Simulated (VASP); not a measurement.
Wanted: the native input for a VASP 6.6.1 run.

```yaml
Task: single point
Functional: PBEsol
Potentials_or_basis: VASP PAW PBE potentials, release 64 (Nb_sv)
Cutoff: 520 eV
k_mesh: 6 × 6 × 2
Occupations: gaussian, width 0.1 eV
Spin: no spin polarisation
Dipole_correction: no
Further_INCAR_settings: ALGO = Normal; EDIFF = 1e-06; NBANDS = 34
```

The structure of Nb lies in POSCAR:

```
Nb
1.0
    4.5240650135      0.0000000000      0.0000000000
   -2.2620325067      3.9179552301      0.0000000000
    0.0000000000      0.0000000000      4.6213189803
Nb
4
Direct
    0.0000000000      0.0000000000      0.2500000000
    0.0000000000      0.0000000000      0.7500000000
    0.3333333333      0.6666666667      0.7500000000
    0.6666666667      0.3333333333      0.2500000000
```

This isn't the form of Nb at room conditions, which is bcc.

These files were run (other wordings do the same):

INCAR

```
SYSTEM = Nb
PREC = Accurate ; ENCUT = 520
EDIFF = 1E-6 ; ISMEAR = 0
SIGMA = 0.1 ; LREAL = .FALSE.
LASPH = .TRUE. ; NELM = 100
ALGO = Normal ; ISIF = 2
LWAVE = .FALSE. ; LCHARG = .TRUE.
GGA = PS ; LELF = .TRUE.
LVHAR = .TRUE. ; NBANDS = 34
```

KPOINTS

```
Automatic mesh
0
G
  6 6 2
  0 0 0
```

Potentials or basis: VASP PAW PBE potentials, release 64 (Nb_sv).

Run with:

```sh
$ cat potpaw_PBE.64/Nb_sv/POTCAR > POTCAR
$ mpirun -np 1 vasp_std > vasp.out
```

Results of the run:

```json
{
  "Pressure": "-0.1 GPa",
  "Band gap on the k mesh": "zero (bands 26 and 27 overlap by 0.43 eV)"
}
```

Caveat: the k points lie up to 0.68 Å⁻¹ apart; the PAW data sets were made with another functional, which shifts forces and pressure a little.

Run time: 32 s on 1 thread of AMD EPYC 9R45 96-Core Processor (Zen 5), on a shared host, peak memory 0.17 GiB.
